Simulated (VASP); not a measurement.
Sn, 2 atoms in the cell. It takes space group Fd-3m (No. 227, cubic). The conventional cell has a = 6.475 Å, b = 6.475 Å, c = 6.475 Å, α = 90.00°, β = 90.00°, γ = 90.00°. Sn (site symmetry -43m) has 4 Sn at 2.80 Å within 3.7 Å. This isn't the form of Sn at room conditions, which is tetragonal (white tin).

```yaml
Program: VASP 6.6.1
Task: single point
Functional: LDA
Potentials_or_basis: VASP PAW LDA potentials, release 64 (Sn_d)
Cutoff: 520 eV
k_mesh: 16 × 16 × 16
Occupations: fermi-dirac, width 0.15 eV
Spin: no spin polarisation
Dipole_correction: no
Further_INCAR_settings: ALGO = Fast; EDIFF = 1e-06; NBANDS = 21
```

Potentials or basis: VASP PAW LDA potentials, release 64 (Sn_d).

Command:

```sh
$ cat potpaw_LDA.64/Sn_d/POTCAR > POTCAR
$ mpirun -np 1 vasp_std > vasp.out
```

Hardware: 1 thread of Intel(R) Xeon(R) Platinum 8488C (Sapphire Rapids), with other jobs on the host.

Question: Estimate the wall time of this run.

Answer: Run time: 2.2 min on 1 thread of Intel(R) Xeon(R) Platinum 8488C (Sapphire Rapids), with other jobs on the host, peak memory 0.28 GiB. Counts: scf iterations 13, k points 145.
